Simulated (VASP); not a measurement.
# Pt (Fm-3m) in VASP: a series of runs

Runs on Pt. Level: PBEsol. Tasks: single point.

Program: VASP 6.6.1. These are calculated values, not measurements. Logs are shortened: lines on timing, memory, paths and dates and some standing lists are left out, and cuts for length are marked.

### Step 1. The cell of the first run

Symmetry: Fm-3m, No. 225, cubic system. The conventional cell has a = 3.920 Å, b = 3.920 Å, c = 3.920 Å, α = 90.00°, β = 90.00°, γ = 90.00°. Pt (site symmetry m-3m) has 12 Pt at 2.77 Å within 3.7 Å.

### Step 2. Single point, PBEsol

INCAR

```
SYSTEM = Pt
PREC = Accurate ; ENCUT = 520
EDIFF = 1E-6 ; ISMEAR = -1
SIGMA = 0.1 ; LREAL = .FALSE.
LASPH = .TRUE. ; NELM = 60
ALGO = Normal ; ISIF = 2
LWAVE = .FALSE. ; LCHARG = .FALSE.
GGA = PS ; NBANDS = 11
```

KPOINTS

```
Automatic mesh
0
G
  24 24 24
  0 0 0
```

POSCAR

```
Pt
1.0
    0.0000000000      1.9598939867      1.9598939867
    1.9598939867      0.0000000000      1.9598939867
    1.9598939867      1.9598939867      0.0000000000
Pt
1
Direct
    0.0000000000      0.0000000000      0.0000000000
```

Potentials or basis: VASP PAW PBE potentials, release 64 (Pt).

Started as:

```
$ cat potpaw_PBE.64/Pt/POTCAR > POTCAR
$ mpirun -np 1 vasp_std > vasp.out
```

OUTCAR:

```text
SYSTEM = Pt
   PREC = Accurate
   ENCUT = 520
   EDIFF = 1E-6
   ISMEAR = -1
   LREAL = .FALSE.
   LASPH = .TRUE.
   NELM = 60
   ISIF = 2
   GGA = PS

 ion  position               nearest neighbor table
   1  0.000  0.000  0.000-

  LATTYP: Found a face centered cubic cell.
 ALAT       =     3.9197879734

  Lattice vectors:

 A1 = (   0.0000000000,   1.9598939867,   1.9598939867)
 A2 = (   1.9598939867,   0.0000000000,   1.9598939867)
 A3 = (   1.9598939867,   1.9598939867,   0.0000000000)

Analysis of symmetry for initial positions (statically):
=====================================================================
 Subroutine PRICEL returns:
 Original cell was already a primitive cell.

 Routine SETGRP: Setting up the symmetry group for a
 face centered cubic supercell.

 Subroutine GETGRP returns: Found 48 space group operations
 (whereof 48 operations were pure point group operations)
 out of a pool of 48 trial point group operations.

The static configuration has the point symmetry O_h .

Analysis of symmetry for dynamics (positions and initial velocities):
=====================================================================
 Subroutine PRICEL returns:
 Original cell was already a primitive cell.

 Routine SETGRP: Setting up the symmetry group for a
 face centered cubic supercell.

 Subroutine GETGRP returns: Found 48 space group operations
 (whereof 48 operations were pure point group operations)
 out of a pool of 48 trial point group operations.

The dynamic configuration has the point symmetry O_h .

 Subroutine INISYM returns: Found 48 space group operations
 (whereof 48 operations are pure point group operations),
 and found     1 'primitive' translations

----------------------------------------------------------------------------------------

                                     Primitive cell

  volume of cell :      15.0566

  direct lattice vectors                    reciprocal lattice vectors
     0.000000000  1.959893987  1.959893987    -0.255115840  0.255115840  0.255115840
     1.959893987  0.000000000  1.959893987     0.255115840 -0.255115840  0.255115840
     1.959893987  1.959893987  0.000000000     0.255115840  0.255115840 -0.255115840

  length of vectors
     2.771708657  2.771708657  2.771708657     0.441873596  0.441873596  0.441873596

  position of ions in fractional coordinates (direct lattice)
     0.000000000  0.000000000  0.000000000

  ion indices of the primitive-cell ions
   primitive index   ion index
                 1           1

----------------------------------------------------------------------------------------

 KPOINTS: Automatic mesh

Automatic generation of k-mesh.
 Grid dimensions read from file:
 generate k-points for:   24   24   24

 Generating k-lattice:

  Cartesian coordinates                     Fractional coordinates (reciprocal lattice)
    -0.010629827  0.010629827  0.010629827     0.041666667  0.000000000  0.000000000
     0.010629827 -0.010629827  0.010629827     0.000000000  0.041666667  0.000000000
     0.010629827  0.010629827 -0.010629827     0.000000000  0.000000000  0.041666667

  Length of vectors
     0.018411400  0.018411400  0.018411400

  Shift w.r.t. Gamma in fractional coordinates (k-lattice)
     0.000000000  0.000000000  0.000000000

 Subroutine IBZKPT returns following result:
 ===========================================

 Found    413 irreducible k-points:

 Following reciprocal coordinates:
            Coordinates               Weight
  0.000000  0.000000  0.000000      1.000000
  0.041667  0.000000  0.000000      8.000000
  0.083333  0.000000  0.000000      8.000000
  0.125000  0.000000  0.000000      8.000000
  0.166667  0.000000  0.000000      8.000000
  0.208333  0.000000  0.000000      8.000000
[... 16 lines left out ...]
  0.416667  0.041667  0.000000     24.000000
  0.458333  0.041667  0.000000     24.000000
 [... further k-points ...]
   k-points           NKPTS =    413   k-points in BZ     NKDIM =    413   number of bands    NBANDS=     11
   number of dos      NEDOS =    301   number of ions     NIONS =      1
   total plane-waves  NPLWV =  13824
   dimension x,y,z NGX =    24 NGY =   24 NGZ =   24
   dimension x,y,z NGXF=    48 NGYF=   48 NGZF=   48
   ions per type =               1
   NGX,Y,Z   is equivalent  to a cutoff of  14.40, 14.40, 14.40 a.u.
   NGXF,Y,Z  is equivalent  to a cutoff of  28.79, 28.79, 28.79 a.u.
 SYSTEM =  Pt
   PREC   = accura    normal or accurate (medium, high low for compatibility)
   ISTART =      0    job   : 0-new  1-cont  2-samecut
   ICHARG =      2    charge: 1-file 2-atom 10-const
   ISPIN  =      1    spin polarized calculation?
   LNONCOLLINEAR =      F non collinear calculations
   LSORBIT =      F    spin-orbit coupling
   LASPH  =      T    aspherical Exc in radial PAW
   ENCUT  =  520.0 eV  38.22 Ry    6.18 a.u.   5.15  5.15  5.15*2*pi/ulx,y,z
   NELM   =     60;   NELMIN=  2; NELMDL= -5     # of ELM steps
   EDIFF  = 0.1E-05   stopping-criterion for ELM
   LREAL  =      F    real-space projection
   EDIFFG = 0.1E-04   stopping-criterion for IOM
   NSW    =      0    number of steps for IOM
   IBRION =     -1    ionic relax: 0-MD 1-quasi-New 2-CG
   NFREE  =      0    steps in history (QN), initial steepest desc. (CG)
   ISIF   =      2    stress and relaxation
   ISYM   =      2    0-nonsym 1-usesym 2-fastsym
   POTIM  = 0.5000    time-step for ionic-motion
   TEBEG  =    0.0;   TEEND  =   0.0 temperature during run
   PSTRESS=    0.0 pullay stress
   NELECT =      10.0000    total number of electrons
   NUPDOWN=      -1.0000    fix difference up-down
   EMIN   =  10.00;   EMAX   =-10.00  energy-range for DOS
   EFERMI =   0.00;   METHOD = LEGACY
   ISMEAR =    -1;   SIGMA  =   0.10  broadening in eV -4-tet -1-fermi 0-gaus
   EFERMI_NEDOS =   21; number of points for ismear=-14 and -15
   IALGO  =     38    algorithm
   IMIX   =      4    mixing-type and parameters
     AMIX     =   0.40;   BMIX     =  1.00
     AMIX_MAG =   1.60;   BMIX_MAG =  1.00
  volume/ion in A,a.u.               =      15.06       101.61
  Fermi-wavevector in a.u.,A,eV,Ry     =   1.428342  2.699175 27.758080  2.040161
  Thomas-Fermi vector in A             =   2.548414
   LORBIT       =      0    0 simple, 1 ext, 2 COOP (PROOUT), +10 PAW based schemes
   GGA     = PS    functional components
   LHFCALC =     F    Hartree Fock is set to
   AEXX    =    0.0000 exact exchange contribution
   IVDW    =     0    specifies the selected vdW correction
   LEPSILON=     F    determine dielectric tensor
   LRPA    =     F    only Hartree local field effects (RPA)
 non-spin polarized calculation
  energy-cutoff  :      520.00
  volume of cell :       15.06
 maximum number of plane-waves:       419
 NGX is ok and might be reduce to    24
   NGX = 11   NGY = 11   NGZ = 11

 number of electron      10.0000000 magnetization

 Free energy of the ion-electron system (eV)
  ---------------------------------------------------
  ext. energy  EPLUGINS =         0.00000000
  ---------------------------------------------------
  free energy    TOTEN  =        -6.99327585 eV

  energy without entropy =       -6.93866755  energy(sigma->0) =       -6.96597170

 E-fermi :  11.1350     XC(G=0): -13.6376

 val. band max:       11.1335562414   @ k =  -0.4167   0.3333   0.0417
 cond. band min:      11.1352027748   @ k =  -0.2500   0.4167   0.1667
 fundamental gap:      0.0016465335
 Fermi energy:        11.1350356917

 k-point     1 :       0.0000    0.0000    0.0000
  band No.  band energies     occupation
      1       0.8133      2.00000
      2       7.3136      2.00000
      3       7.3136      2.00000
      4       7.3136      2.00000
      5       9.4975      2.00000
      6       9.4975      2.00000
      7      25.7477      0.00000
      8      30.7133      0.00000
      9      30.7133      0.00000
     10      30.7133      0.00000
     11      36.0172      0.00000

 k-point     2 :       0.0417    0.0000    0.0000
  band No.  band energies     occupation
      1       0.8836      2.00000
      2       7.2811      2.00000
      3       7.3422      2.00000
      4       7.3422      2.00000
      5       9.4809      2.00000
      6       9.4809      2.00000
      7      25.8589      0.00000
      8      30.3121      0.00000
      9      30.8218      0.00000
     10      30.8218      0.00000
     11      36.4652      0.00000

 k-point     3 :       0.0833    0.0000    0.0000
  band No.  band energies     occupation
      1       1.0914      2.00000
      2       7.1916      2.00000
      3       7.4220      2.00000
      4       7.4220      2.00000
      5       9.4388      2.00000
      6       9.4388      2.00000
      7      26.1761      0.00000
      8      29.3774      0.00000
      9      31.1417      0.00000
     10      31.1417      0.00000
     11      37.3943      0.00000

 k-point     4 :       0.1250    0.0000    0.0000
  band No.  band energies     occupation
      1       1.4254      2.00000
      2       7.0677      2.00000
      3       7.5342      2.00000
      4       7.5342      2.00000
      5       9.3949      2.00000
      6       9.3949      2.00000
      7      26.6448      0.00000
      8      28.2389      0.00000
      9      31.6559      0.00000
     10      31.6559      0.00000
     11      37.3480      0.00000

 k-point     5 :       0.1667    0.0000    0.0000
  band No.  band energies     occupation
      1       1.8634      2.00000
      2       6.9468      2.00000
      3       7.6434      2.00000
      4       7.6434      2.00000
      5       9.3901      2.00000
      6       9.3901      2.00000
      7      27.0017      0.00000
      8      27.1775      0.00000
      9      32.3327      0.00000
     10      32.3327      0.00000
     11      36.0420      0.00000
[... 211 lines left out ...]
 k-point    21 :       0.3333    0.0417    0.0000
  band No.  band energies     occupation
      1       3.5435      2.00000
      2       7.4370      2.00000
      3       7.5372      2.00000
      4       7.6097      2.00000
      5      10.0867      1.99994
      6      10.3918      1.99882
      7      21.9568      0.00000
      8      26.7854      0.00000
      9      31.9104      0.00000
     10      33.1162      0.00000
     11      35.8119      0.00000

 k-point    22 :       0.3750    0.0417    0.0000
  band No.  band energies     occupation
      1       3.7148      2.00000
      2       7.3938      2.00000
      3       7.5059      2.00000
      4       8.1375      2.00000
      5      10.5146      1.99597
      6      10.7034      1.97366
      7      20.4009      0.00000
      8      26.2481      0.00000
      9      31.1382      0.00000
     10      32.0577      0.00000
     11      37.0445      0.00000

 k-point    23 :       0.4167    0.0417    0.0000
  band No.  band energies     occupation
      1       3.7809      2.00000
      2       7.2983      2.00000
      3       7.4117      2.00000
      4       8.9258      2.00000
      5      10.9575      1.71013
      6      10.9647      1.69200
      7      18.9181      0.00000
      8      25.8215      0.00000
      9      30.4908      0.00000
     10      31.1074      0.00000
     11      38.1233      0.00000

 k-point    24 :       0.4583    0.0417    0.0000
  band No.  band energies     occupation
      1       3.7968      2.00000
      2       7.2337      2.00000
      3       7.3415      2.00000
      4       9.6294      2.00000
      5      11.1329      1.01063
      6      11.3929      0.14099
      7      17.6774      0.00000
      8      25.5401      0.00000
      9      30.0878      0.00000
     10      30.3876      0.00000
     11      38.8697      0.00000

 [... further k-points ...]

------------------------ aborting loop because EDIFF is reached ----------------------------------------

  FORCE on cell =-STRESS in cart. coord.  units (eV):
  Direction    XX          YY          ZZ          XY          YZ          ZX
  --------------------------------------------------------------------------------------
  -------------------------------------------------------------------------------------
  Total       -0.0394206     -0.0394206     -0.0394206      0.0000000      0.0000000      0.0000000
  in kB       -4.1947513     -4.1947513     -4.1947513      0.0000000      0.0000000      0.0000000
  external PRESSURE =      -4.1947513 kB  Pullay stress =       0.0000000 kB

 VOLUME and BASIS-vectors are now :
 -----------------------------------------------------------------------------
  energy-cutoff  :      520.00
  volume of cell :       15.06
      direct lattice vectors                 reciprocal lattice vectors
     0.000000000  1.959893987  1.959893987    -0.255115840  0.255115840  0.255115840
     1.959893987  0.000000000  1.959893987     0.255115840 -0.255115840  0.255115840
     1.959893987  1.959893987  0.000000000     0.255115840  0.255115840 -0.255115840

 POSITION                                       TOTAL-FORCE (eV/Angst)
 -----------------------------------------------------------------------------------
      0.00000      0.00000      0.00000         0.000000      0.000000      0.000000
 -----------------------------------------------------------------------------------
    total drift:                                0.000000      0.000000     -0.000000

  FREE ENERGIE OF THE ION-ELECTRON SYSTEM (eV)
  ---------------------------------------------------
  free  energy   TOTEN  =        -6.9932758519 eV

  energy  without entropy=       -6.9386675491  energy(sigma->0) =       -6.96597170
```

Run time: 40 s. Hardware: 1 thread of Intel Xeon Platinum 8488C (Sapphire Rapids), shared host; peak memory 0.2 GiB.

What came out:

```yaml
Free_energy: -6.9933 eV
Pressure: -0.4 GPa
Band_gap_on_the_k_mesh: zero (band 5 reaches 11.63 eV, above the bottom of band 6 at 9.39 eV)
```

Levels at points of the mesh, in eV from the Fermi level:
```csv
k point,band 1,band 2,band 3,band 4,band 5,band 6,band 7,band 8,band 9,band 10
"(0.00, 0.00, 0.00)",-10.32,-3.82,-3.82,-3.82,-1.64,-1.64,14.61,19.58,19.58,19.58
"(0.50, 0.00, 0.00)",-7.39,-3.88,-3.88,-0.56,0.04,0.04,5.81,14.17,18.95,18.95
"(0.50, 0.50, 0.00)",-7.13,-6.67,0.01,0.49,0.49,1.70,8.84,11.33,11.33,20.11
```

Caveat: the PAW data sets were made with another functional, which shifts forces and pressure a little; spin-orbit coupling is left out, which moves the levels of the heavy elements.

### Step 3. Single point, PBEsol

This run uses another cell than the first one, of 15.01 Å³/atom, 0.997 times its volume.

INCAR

```
ALGO = Normal ; EDIFF = 1E-6
ENCUT = 520 ; GGA = PS
ISIF = 2 ; ISMEAR = -1
LASPH = True ; LCHARG = False
LREAL = False ; LWAVE = False
NBANDS = 11 ; NELM = 100
PREC = Accurate ; SIGMA = 0.1
```

KPOINTS

```
k-points
0
Gamma
  24 24 24
```

POSCAR

```
Pt
1.0
    0.0000000000      1.9576519646      1.9576519646
    1.9576519646      0.0000000000      1.9576519646
    1.9576519646      1.9576519646      0.0000000000
Pt
1
Direct
    0.0000000000      0.0000000000      0.0000000000
```

Potentials or basis: VASP PAW PBE potentials, release 64 (Pt).

Started as:

```
$ cat potpaw_PBE.64/Pt/POTCAR > POTCAR
$ mpirun -np 1 vasp_std > vasp.out
```

Run time: 39 s. Hardware: 1 thread of Intel Xeon Platinum 8488C (Sapphire Rapids), shared host; peak memory 0.2 GiB.

The run converged. Its results:

- Free energy: -6.9932 eV
- Pressure: 0.6 GPa
- Band gap on the k mesh: zero (band 5 reaches 11.70 eV, above the bottom of band 6 at 9.45 eV)

Levels at points of the mesh, in eV from the Fermi level:
```
           k point  band 2  band 3  band 4  band 5  band 6  band 7  band 8  band 9
(0.00, 0.00, 0.00)   -3.84   -3.84   -3.84   -1.65   -1.65   14.60   19.59   19.59
(0.50, 0.00, 0.00)   -3.90   -3.90   -0.58    0.04    0.04    5.83   14.16   18.97
(0.50, 0.50, 0.00)   -6.71    0.01    0.49    0.49    1.69    8.88   11.34   11.34
```

Caveat: the PAW data sets were made with another functional, which shifts forces and pressure a little; spin-orbit coupling is left out, which moves the levels of the heavy elements.
